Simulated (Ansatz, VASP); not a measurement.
**Two plane-wave programs on B2Ru3**

```
B Ru
1.0
     2.84497    0.00000    0.00000
    -1.42248    2.46382    0.00000
     0.00000    0.00000   15.62274
B Ru
4 6
Direct
  0.33333 0.66667 0.15677
  0.66667 0.33333 0.65677
  0.33333 0.66667 0.34323
  0.66667 0.33333 0.84323
  0.33333 0.66667 0.93144
  0.66667 0.33333 0.43144
  0.33333 0.66667 0.56856
  0.66667 0.33333 0.06856
  0.33333 0.66667 0.75000
  0.66667 0.33333 0.25000
```

Alike in both runs: task relaxation of cell and atoms; functional PBE; k mesh 12 × 12 × 2; occupations gaussian, width 0.1 eV; no spin polarisation.

|  | VASP | Ansatz |
| --- | --- | --- |
| version | VASP 6.6.1 | Ansatz 0.2.0 |
| potentials or method | VASP PAW PBE potentials, release 64 (B, Ru_pv), cutoff 600 eV | scalar-relativistic, plane waves, PAW |
| valence electrons in the cell | 96 | 108 |

|  | VASP | Ansatz | Ansatz less VASP |
| --- | --- | --- | --- |
| gap on the k mesh at the Fermi level, each at its own relaxed structure (eV) | none | none | - |
| relaxed volume (Å³/atom) | 10.95 | 10.95 | +0.002 |
| relaxed length of the cell vector where the two differ most in proportion (Å) | 15.621 | 15.623 | +0.0018 |

A gap of «none» marks a metal or a gap that the smearing closes. VASP's potentials hold 96 valence electrons a cell and Ansatz's 108, so a difference there can come from the potentials and not from the codes.
